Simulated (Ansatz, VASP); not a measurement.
One calculation of Sc, two programs

INCAR

```
SYSTEM = Sc
PREC = Accurate
ENCUT = 520
EDIFF = 1E-6
ISMEAR = 0
SIGMA = 0.3
LREAL = .False.
LASPH = .True.
NELM = 60
ALGO = Normal
ISIF = 2
LWAVE = .False.
LCHARG = .False.
GGA = PE
NBANDS = 18
```

The input KPOINTS:

```
regular mesh
0
Gamma
  11 11 6
  0 0 0
```

The input POSCAR:

```
Sc
1.0
    3.3193628924      0.0000000000      0.0000000000
   -1.6596814462      2.8746525892      0.0000000000
    0.0000000000      0.0000000000      5.1842605006
Sc
2
Direct
    0.3333333333      0.6666666667      0.2500000000
    0.6666666667      0.3333333333      0.7500000000
```

Input for Ansatz:

```yaml
crystal:
  lattice:
    - [3.3193628924, 0.0, 0.0]
    - [-1.6596814462, 2.8746525892, 0.0]
    - [0.0, 0.0, 5.1842605006]
  atoms:
    - { symbol: Sc, position: [0.3333333333, 0.6666666667, 0.25] }
    - { symbol: Sc, position: [0.6666666667, 0.3333333333, 0.75] }
hamiltonian:
  xc: pbe
  pseudopotentials:
    kind: paw
    azcp:
      Sc: "pseudopotentials/Sc.paw.azcp"
basis:
  ecutwfc: 420
  fft_grid_basis: typed
kpoints:
  mp_grid: { grid: [11, 11, 6], shift: [0, 0, 0] }
magnetization:
  spin_polarized: false
scf:
  occupations: { method: gaussian, width: 0.3 }
  lower_state_search: "off"
output:
  stress: true
```

Alike in both runs: task single point; functional PBE; k mesh 11 × 11 × 6; occupations gaussian, width 0.3 eV; no spin polarisation.

```csv
,VASP,Ansatz
version,VASP 6.6.1,Ansatz 0.2.0
potentials or method,"VASP PAW PBE potentials, release 64 (Sc_sv), cutoff 520 eV","plane waves (420 eV) with PAW, scalar-relativistic"
valence electrons in the cell,22,22
```

|  | VASP | Ansatz | Ansatz less VASP |
| --- | --- | --- | --- |
| pressure (GPa) | 0.1 | 0.0 | -0.02 |
| traceless stress, the component that is largest in VASP (GPa) | 0.14 | 0.14 | -0.003 |

With one functional, cell and mesh, what is left measures potentials, basis and numerics.
